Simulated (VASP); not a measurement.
# HfB2S3 (P-6m2) in VASP: a series of runs

The runs below take HfB2S3 through single point, relaxation of cell and atoms, with PBE.

All numbers are computed with VASP 6.6.1; they aren't measurements. Logs are shortened: lines on timing, memory, paths and dates and some standing lists are left out, and cuts for length are marked.

### 1 The cell of the first run

It takes space group P-6m2 (No. 187, hexagonal). The conventional cell has a = 3.742 Å, b = 3.742 Å, c = 9.825 Å, α = 90.00°, β = 90.00°, γ = 120.00°. Hf (site symmetry -6m2) has 2 S at 2.37 Å within 3.1 Å. Within 2.1 Å of B (site symmetry 3m) lie 1 B at 1.60 Å and 1 S at 1.74 Å. S (site symmetry -6m2) has 6 B at 2.30 Å within 3.0 Å. Within 2.4 Å of S (site symmetry 3m) lie 1 B at 1.74 Å and 1 Hf at 2.37 Å.

### 2 Single point, PBE

Input file INCAR:

```
PREC = Accurate ; ENCUT = 520
EDIFF = 1E-6 ; ISMEAR = 0
SIGMA = 0.1 ; LREAL = F
LASPH = T ; NELM = 100
ALGO = Normal ; ISIF = 2
LWAVE = F ; LCHARG = F
GGA = PE ; NBANDS = 26
```

Input file KPOINTS:

```
Automatic mesh
0
Gamma
  12 12 4
```

Input file POSCAR:

```
HfB2S3
1.0
    3.7415950401      0.0000000000      0.0000000000
   -1.8707975201      3.2403163554      0.0000000000
    0.0000000000      0.0000000000      9.8252409473
Hf B S
1 2 3
Direct
    0.3333333333      0.6666666667      0.5000000000
    0.3333333333      0.6666666667      0.0814025381
    0.3333333333      0.6666666667      0.9185974619
    0.0000000000      0.0000000000      0.0000000000
    0.3333333333      0.6666666667      0.2590027726
    0.3333333333      0.6666666667      0.7409972274
```

Potentials or basis: VASP PAW PBE potentials, release 64 (Hf_pv, B, S).

Command:

```
$ cat potpaw_PBE.64/Hf_pv/POTCAR potpaw_PBE.64/B/POTCAR potpaw_PBE.64/S/POTCAR > POTCAR
$ mpirun -np 1 vasp_std > vasp.out
```

OUTCAR:

```text
PREC = Accurate
   ENCUT = 520
   EDIFF = 1E-6
   ISMEAR = 0
   LREAL = F
   LASPH = T
   NELM = 100
   ISIF = 2
   GGA = PE

 ion  position               nearest neighbor table
   1  0.333  0.667  0.500-   5 2.37   6 2.37
   2  0.333  0.667  0.081-   3 1.60   5 1.74   4 2.30   4 2.30   4 2.30
   3  0.333  0.667  0.919-   2 1.60   6 1.74   4 2.30   4 2.30   4 2.30
   4  0.000  0.000  0.000-   2 2.30   3 2.30   2 2.30   3 2.30   2 2.30   3 2.30
   5  0.333  0.667  0.259-   2 1.74   1 2.37
   6  0.333  0.667  0.741-   3 1.74   1 2.37

  LATTYP: Found a hexagonal cell.
 ALAT       =     3.7415950401
 C/A-ratio  =     2.6259498535

  Lattice vectors:

 A1 = (   3.7415950401,   0.0000000000,   0.0000000000)
 A2 = (  -1.8707975201,   3.2403163554,   0.0000000000)
 A3 = (   0.0000000000,   0.0000000000,   9.8252409473)

Analysis of symmetry for initial positions (statically):
=====================================================================
 Subroutine PRICEL returns:
 Original cell was already a primitive cell.

 Routine SETGRP: Setting up the symmetry group for a
 hexagonal supercell.

 Subroutine GETGRP returns: Found 12 space group operations
 (whereof 12 operations were pure point group operations)
 out of a pool of 24 trial point group operations.

The static configuration has the point symmetry D_3h.

Analysis of symmetry for dynamics (positions and initial velocities):
=====================================================================
 Subroutine PRICEL returns:
 Original cell was already a primitive cell.

 Routine SETGRP: Setting up the symmetry group for a
 hexagonal supercell.

 Subroutine GETGRP returns: Found 12 space group operations
 (whereof 12 operations were pure point group operations)
 out of a pool of 24 trial point group operations.

The dynamic configuration has the point symmetry D_3h.

 Subroutine INISYM returns: Found 12 space group operations
 (whereof 12 operations are pure point group operations),
 and found     1 'primitive' translations

----------------------------------------------------------------------------------------

                                     Primitive cell

  volume of cell :     119.1207

  direct lattice vectors                    reciprocal lattice vectors
     3.741595040  0.000000000  0.000000000     0.267265695  0.154305921  0.000000000
    -1.870797520  3.240316355  0.000000000     0.000000000  0.308611842  0.000000000
     0.000000000  0.000000000  9.825240947     0.000000000  0.000000000  0.101778674

  length of vectors
     3.741595040  3.741595040  9.825240947     0.308611842  0.308611842  0.101778674

  position of ions in fractional coordinates (direct lattice)
     0.333333333  0.666666667  0.500000000
     0.333333333  0.666666667  0.081402538
     0.333333333  0.666666667  0.918597462
     0.000000000  0.000000000  0.000000000
     0.333333333  0.666666667  0.259002773
     0.333333333  0.666666667  0.740997227

  ion indices of the primitive-cell ions
   primitive index   ion index
                 1           1
                 2           2
                 3           3
                 4           4
                 5           5
                 6           6

----------------------------------------------------------------------------------------

 KPOINTS: Automatic mesh

Automatic generation of k-mesh.
 Grid dimensions read from file:
 generate k-points for:   12   12    4

 Generating k-lattice:

  Cartesian coordinates                     Fractional coordinates (reciprocal lattice)
     0.022272141  0.012858827  0.000000000     0.083333333 -0.000000000  0.000000000
     0.000000000  0.025717654  0.000000000     0.000000000  0.083333333  0.000000000
     0.000000000  0.000000000  0.025444669     0.000000000  0.000000000  0.250000000

  Length of vectors
     0.025717654  0.025717654  0.025444669

  Shift w.r.t. Gamma in fractional coordinates (k-lattice)
     0.000000000  0.000000000  0.000000000

 Subroutine IBZKPT returns following result:
 ===========================================

 Found     57 irreducible k-points:

 Following reciprocal coordinates:
            Coordinates               Weight
  0.000000  0.000000  0.000000      1.000000
  0.083333 -0.000000  0.000000      6.000000
  0.166667 -0.000000  0.000000      6.000000
  0.250000 -0.000000  0.000000      6.000000
  0.333333 -0.000000  0.000000      6.000000
  0.416667 -0.000000  0.000000      6.000000
[... 16 lines left out ...]
  0.250000 -0.000000  0.250000     12.000000
  0.333333 -0.000000  0.250000     12.000000
 [... further k-points ...]
   k-points           NKPTS =     57   k-points in BZ     NKDIM =     57   number of bands    NBANDS=     26
   number of dos      NEDOS =    301   number of ions     NIONS =      6
   total plane-waves  NPLWV =  62720
   dimension x,y,z NGX =    28 NGY =   28 NGZ =   80
   dimension x,y,z NGXF=    56 NGYF=   56 NGZF=  160
   ions per type =               1   2   3
   NGX,Y,Z   is equivalent  to a cutoff of  12.44, 12.44, 13.54 a.u.
   NGXF,Y,Z  is equivalent  to a cutoff of  24.88, 24.88, 27.07 a.u.
 SYSTEM =  unknown system
   PREC   = accura    normal or accurate (medium, high low for compatibility)
   ISTART =      0    job   : 0-new  1-cont  2-samecut
   ICHARG =      2    charge: 1-file 2-atom 10-const
   ISPIN  =      1    spin polarized calculation?
   LNONCOLLINEAR =      F non collinear calculations
   LSORBIT =      F    spin-orbit coupling
   LASPH  =      T    aspherical Exc in radial PAW
   ENCUT  =  520.0 eV  38.22 Ry    6.18 a.u.   6.96  6.96 18.27*2*pi/ulx,y,z
   NELM   =    100;   NELMIN=  2; NELMDL= -5     # of ELM steps
   EDIFF  = 0.1E-05   stopping-criterion for ELM
   LREAL  =      F    real-space projection
   EDIFFG = 0.1E-04   stopping-criterion for IOM
   NSW    =      0    number of steps for IOM
   IBRION =     -1    ionic relax: 0-MD 1-quasi-New 2-CG
   NFREE  =      0    steps in history (QN), initial steepest desc. (CG)
   ISIF   =      2    stress and relaxation
   ISYM   =      2    0-nonsym 1-usesym 2-fastsym
   POTIM  = 0.5000    time-step for ionic-motion
   TEBEG  =    0.0;   TEEND  =   0.0 temperature during run
   PSTRESS=    0.0 pullay stress
   NELECT =      34.0000    total number of electrons
   NUPDOWN=      -1.0000    fix difference up-down
   EMIN   =  10.00;   EMAX   =-10.00  energy-range for DOS
   EFERMI =   0.00;   METHOD = LEGACY
   ISMEAR =     0;   SIGMA  =   0.10  broadening in eV -4-tet -1-fermi 0-gaus
   EFERMI_NEDOS =   21; number of points for ismear=-14 and -15
   IALGO  =     38    algorithm
   IMIX   =      4    mixing-type and parameters
     AMIX     =   0.40;   BMIX     =  1.00
     AMIX_MAG =   1.60;   BMIX_MAG =  1.00
  volume/ion in A,a.u.               =      19.85       133.98
  Fermi-wavevector in a.u.,A,eV,Ry     =   1.077884  2.036905 15.807708  1.161834
  Thomas-Fermi vector in A             =   2.213808
   LORBIT       =      0    0 simple, 1 ext, 2 COOP (PROOUT), +10 PAW based schemes
   GGA     = PE    functional components
   LHFCALC =     F    Hartree Fock is set to
   AEXX    =    0.0000 exact exchange contribution
   IVDW    =     0    specifies the selected vdW correction
   LEPSILON=     F    determine dielectric tensor
   LRPA    =     F    only Hartree local field effects (RPA)
 non-spin polarized calculation
 Gauss-broadening in eV      SIGMA  =   0.10
  energy-cutoff  :      520.00
  volume of cell :      119.12
 maximum number of plane-waves:      3226
 NGX is ok and might be reduce to    28
   NGX = 13   NGY = 13   NGZ = 37

 number of electron      33.9999999 magnetization

 Free energy of the ion-electron system (eV)
  ---------------------------------------------------
  ext. energy  EPLUGINS =         0.00000000
  ---------------------------------------------------
  free energy    TOTEN  =       -33.72303794 eV

  energy without entropy =      -33.71119950  energy(sigma->0) =      -33.71711872

 E-fermi :   3.8769     XC(G=0):  -9.3396

 val. band max:        3.8714976613   @ k =   0.3333   0.2500   0.2500
 cond. band min:       3.8882861063   @ k =   0.3333   0.3333   0.0000
 fundamental gap:      0.0167884450
 Fermi energy:         3.8769212244

 k-point     1 :       0.0000    0.0000    0.0000
  band No.  band energies     occupation
      1     -28.3358      2.00000
      2     -28.0883      2.00000
      3     -28.0883      2.00000
      4     -12.1747      2.00000
      5     -10.4383      2.00000
      6      -9.9411      2.00000
[... 18 lines left out ...]
     25       8.7907      0.00000
     26       8.8856      0.00000

 k-point     2 :       0.0833   -0.0000    0.0000
  band No.  band energies     occupation
      1     -28.3350      2.00000
      2     -28.0946      2.00000
      3     -28.0899      2.00000
      4     -12.1118      2.00000
      5     -10.4099      2.00000
      6      -9.9212      2.00000
[... 18 lines left out ...]
     25       8.6203      0.00000
     26       8.8296      0.00000

 k-point     3 :       0.1667   -0.0000    0.0000
  band No.  band energies     occupation
      1     -28.3328      2.00000
      2     -28.1120      2.00000
      3     -28.0942      2.00000
      4     -11.9277      2.00000
      5     -10.3303      2.00000
      6      -9.8697      2.00000
[... 18 lines left out ...]
     25       8.3411      0.00000
     26       8.6890      0.00000

 k-point     4 :       0.2500   -0.0000    0.0000
  band No.  band energies     occupation
      1     -28.3299      2.00000
      2     -28.1356      2.00000
      3     -28.1002      2.00000
      4     -11.6371      2.00000
      5     -10.2166      2.00000
      6      -9.8112      2.00000
[... 18 lines left out ...]
     25       7.9763      0.00000
     26       8.5541      0.00000

 k-point     5 :       0.3333   -0.0000    0.0000
  band No.  band energies     occupation
      1     -28.3269      2.00000
      2     -28.1590      2.00000
      3     -28.1061      2.00000
      4     -11.2737      2.00000
      5     -10.0966      2.00000
      6      -9.7858      2.00000
[... 18 lines left out ...]
     25       7.6246      0.00000
     26       8.4317      0.00000

 k-point     6 :       0.4167   -0.0000    0.0000
  band No.  band energies     occupation
      1     -28.3247      2.00000
      2     -28.1761      2.00000
      3     -28.1105      2.00000
      4     -10.9137      2.00000
      5     -10.0042      2.00000
      6      -9.8288      2.00000
[... 427 lines left out ...]
 k-point    21 :       0.0833   -0.0000    0.2500
  band No.  band energies     occupation
      1     -28.3350      2.00000
      2     -28.0946      2.00000
      3     -28.0899      2.00000
      4     -12.0961      2.00000
      5     -10.5593      2.00000
      6      -9.7558      2.00000
[... 18 lines left out ...]
     25       8.2866      0.00000
     26       8.3395      0.00000

 k-point    22 :       0.1667   -0.0000    0.2500
  band No.  band energies     occupation
      1     -28.3328      2.00000
      2     -28.1120      2.00000
      3     -28.0942      2.00000
      4     -11.9106      2.00000
      5     -10.4800      2.00000
      6      -9.7091      2.00000
[... 18 lines left out ...]
     25       8.1681      0.00000
     26       8.2332      0.00000

 k-point    23 :       0.2500   -0.0000    0.2500
  band No.  band energies     occupation
      1     -28.3299      2.00000
      2     -28.1356      2.00000
      3     -28.1002      2.00000
      4     -11.6172      2.00000
      5     -10.3671      2.00000
      6      -9.6595      2.00000
[... 18 lines left out ...]
     25       8.0896      0.00000
     26       8.1288      0.00000

 k-point    24 :       0.3333   -0.0000    0.2500
  band No.  band energies     occupation
      1     -28.3269      2.00000
      2     -28.1590      2.00000
      3     -28.1061      2.00000
      4     -11.2489      2.00000
      5     -10.2484      2.00000
      6      -9.6485      2.00000
[... 18 lines left out ...]
     25       8.0104      0.00000
     26       8.1820      0.00000

 [... further k-points ...]

------------------------ aborting loop because EDIFF is reached ----------------------------------------

  FORCE on cell =-STRESS in cart. coord.  units (eV):
  Direction    XX          YY          ZZ          XY          YZ          ZX
  --------------------------------------------------------------------------------------
  -------------------------------------------------------------------------------------
  Total       -0.0681236     -0.0681236     -0.4636363      0.0000000      0.0000000      0.0000000
  in kB       -0.9162641     -0.9162641     -6.2359208      0.0000000      0.0000000      0.0000000
  external PRESSURE =      -2.6894830 kB  Pullay stress =       0.0000000 kB

 VOLUME and BASIS-vectors are now :
 -----------------------------------------------------------------------------
  energy-cutoff  :      520.00
  volume of cell :      119.12
      direct lattice vectors                 reciprocal lattice vectors
     3.741595040  0.000000000  0.000000000     0.267265695  0.154305921  0.000000000
    -1.870797520  3.240316355  0.000000000     0.000000000  0.308611842  0.000000000
     0.000000000  0.000000000  9.825240947     0.000000000  0.000000000  0.101778674

 POSITION                                       TOTAL-FORCE (eV/Angst)
 -----------------------------------------------------------------------------------
     -0.00000      2.16021      4.91262         0.000000     -0.000000     -0.000000
     -0.00000      2.16021      0.79980        -0.000000     -0.000000      0.055789
     -0.00000      2.16021      9.02544        -0.000000     -0.000000     -0.055789
      0.00000      0.00000      0.00000         0.000000     -0.000000     -0.000000
     -0.00000      2.16021      2.54476        -0.000000      0.000000     -0.024748
     -0.00000      2.16021      7.28048         0.000000     -0.000000      0.024748
 -----------------------------------------------------------------------------------
    total drift:                               -0.000000      0.000000     -0.000000

  FREE ENERGIE OF THE ION-ELECTRON SYSTEM (eV)
  ---------------------------------------------------
  free  energy   TOTEN  =       -33.7230379448 eV

  energy  without entropy=      -33.7111994956  energy(sigma->0) =      -33.71711872
```

It took 90 s on 1 thread of Intel Xeon 6975P-C (Granite Rapids), shared host; peak memory 0.33 GiB.

Results:

- Free energy: -33.7230 eV
- Pressure: -0.3 GPa
- Largest force: 0.056 eV/Å
- Band gap on the k mesh: zero (bands 17 and 18 overlap by 0.45 eV)

Forces on the atoms (eV/Å):
```
Hf   0.000  0.000  0.000
B    0.000  0.000  0.056
B    0.000  0.000 -0.056
S    0.000  0.000  0.000
S    0.000  0.000 -0.025
S    0.000  0.000  0.025
```

Stress tensor (GPa, compression positive):
```
-0.09  0.00  0.00
 0.00 -0.09  0.00
 0.00  0.00 -0.62
```

Levels at points of the mesh, in eV from the Fermi level:
| k point | band 15 | band 16 | band 17 | band 18 | band 19 | band 20 |
| --- | --- | --- | --- | --- | --- | --- |
| (0.00, 0.00, 0.00) | -2.38 | -1.56 | -1.56 | 0.83 | 0.83 | 1.20 |
| (0.50, 0.00, 0.00) | -2.04 | -1.77 | -1.39 | 0.88 | 1.17 | 1.41 |
| (0.00, 0.00, 0.50) | -2.03 | -1.96 | -1.96 | 0.72 | 0.72 | 0.83 |
| (0.50, 0.00, 0.50) | -2.28 | -2.20 | -1.40 | 0.89 | 1.18 | 2.05 |

Caveat: spin-orbit coupling is left out, which moves the levels of the heavy elements.

### 3 Relaxation of cell and atoms, PBE

Input file INCAR:

```
ALGO     = Normal         # electronic algorithm
EDIFF    = 1E-6           # SCF threshold, eV
EDIFFG   = -0.01          # ionic threshold
ENCUT    = 600            # plane-wave cutoff, eV
GGA      = PE             # functional
IBRION   = 2              # ionic algorithm
ISIF     = 3              # what is computed and relaxed
ISMEAR   = 0              # smearing method
LASPH    = True           # aspherical terms in the spheres
LCHARG   = False          # write CHGCAR
LREAL    = False          # projectors in reciprocal space
LWAVE    = False          # write WAVECAR
NELM     = 100            # most SCF steps
NSW      = 100            # ionic steps
PREC     = Accurate       # precision mode
SIGMA    = 0.1            # smearing width, eV
```

Input file KPOINTS:

```
k-points
0
Gamma
  12 12 4
```

Input file POSCAR:

```
HfB2S3
1.0
    3.7415763986      0.0000000000      0.0000000000
   -1.8707881993      3.2403002114      0.0000000000
    0.0000000000      0.0000000000      9.8157884635
Hf B S
1 2 3
Direct
    0.3333333333      0.6666666667      0.5000000000
    0.3333333333      0.6666666667      0.0811552720
    0.3333333333      0.6666666667      0.9188447280
    0.0000000000      0.0000000000      0.0000000000
    0.3333333333      0.6666666667      0.2591972771
    0.3333333333      0.6666666667      0.7408027229
```

Potentials or basis: VASP PAW PBE potentials, release 64 (Hf_pv, B, S).

Command:

```
$ cat potpaw_PBE.64/Hf_pv/POTCAR potpaw_PBE.64/B/POTCAR potpaw_PBE.64/S/POTCAR > POTCAR
$ mpirun -np 1 vasp_std > vasp.out
```

Wall time 4.3 min (1 thread of Intel Xeon 6975P-C (Granite Rapids), shared host); peak memory 0.39 GiB.

The run converged. Its results:

| Quantity | Value |
| --- | --- |
| Free energy | -33.7255 eV |
| Relaxed volume | 19.82 Å³/atom |
| Relaxed cell | a = 3.741 Å, b = 3.741 Å, c = 9.815 Å, α = 90.00°, β = 90.00°, γ = 120.00° |
| Space group after relaxing (to 0.1 Å) | P-6m2 (No. 187) |
| Energy gained by relaxing | 0.2 meV/atom |
| Ionic steps | 6 |
| Pressure after relaxing | -0.1 GPa |
| Largest force after relaxing | 0.009 eV/Å |
| Band gap on the k mesh | zero (bands 17 and 18 overlap by 0.45 eV) |

Forces in eV/Å, atoms in the order of the input:
```
Hf   0.000  0.000  0.000
B    0.000  0.000 -0.009
B    0.000  0.000  0.009
S    0.000  0.000  0.000
S    0.000  0.000  0.000
S    0.000  0.000  0.000
```

Step by step:
```csv
step,energy change (eV),largest force (eV/Å),pressure (GPa),volume (Å³)
1,0.0000,0.2336,-0.09,119.00
2,0.0052,0.5801,0.23,118.81
3,-0.0010,0.0051,-0.01,118.95
4,-0.0010,0.0005,-0.01,118.95
5,-0.0010,0.0121,-0.07,118.93
6,-0.0010,0.0090,-0.05,118.93
```

Final structure:
```cif
data_structure
_symmetry_space_group_name_H-M 'P 1'
_symmetry_Int_Tables_number 1
_cell_length_a 3.7406
_cell_length_b 3.7406
_cell_length_c 9.8150
_cell_angle_alpha 90.000
_cell_angle_beta 90.000
_cell_angle_gamma 120.000
_cell_volume 118.93
loop_
_atom_site_label
_atom_site_type_symbol
_atom_site_fract_x
_atom_site_fract_y
_atom_site_fract_z
_atom_site_occupancy
Hf1 Hf 0.33333 0.66667 0.50000 1
B1 B 0.33333 0.66667 0.08151 1
B2 B 0.33333 0.66667 0.91849 1
S1 S 0.00000 0.00000 0.00000 1
S2 S 0.33333 0.66667 0.25903 1
S3 S 0.33333 0.66667 0.74097 1
```

Levels at points of the mesh, in eV from the Fermi level:
| k point | band 13 | band 14 | band 15 | band 16 | band 17 | band 18 | band 19 | band 20 | band 21 |
| --- | --- | --- | --- | --- | --- | --- | --- | --- | --- |
| (0.00, 0.00, 0.00) | -2.59 | -2.39 | -2.39 | -1.57 | -1.57 | 0.83 | 0.83 | 1.20 | 1.20 |
| (0.50, 0.00, 0.00) | -2.94 | -2.88 | -2.04 | -1.78 | -1.40 | 0.88 | 1.17 | 1.41 | 2.99 |
| (0.00, 0.00, 0.50) | -2.71 | -2.04 | -2.04 | -1.97 | -1.97 | 0.72 | 0.72 | 0.83 | 0.83 |
| (0.50, 0.00, 0.50) | -2.62 | -2.53 | -2.29 | -2.20 | -1.40 | 0.89 | 1.18 | 2.06 | 2.08 |

Caveat: spin-orbit coupling is left out, which moves the levels of the heavy elements.
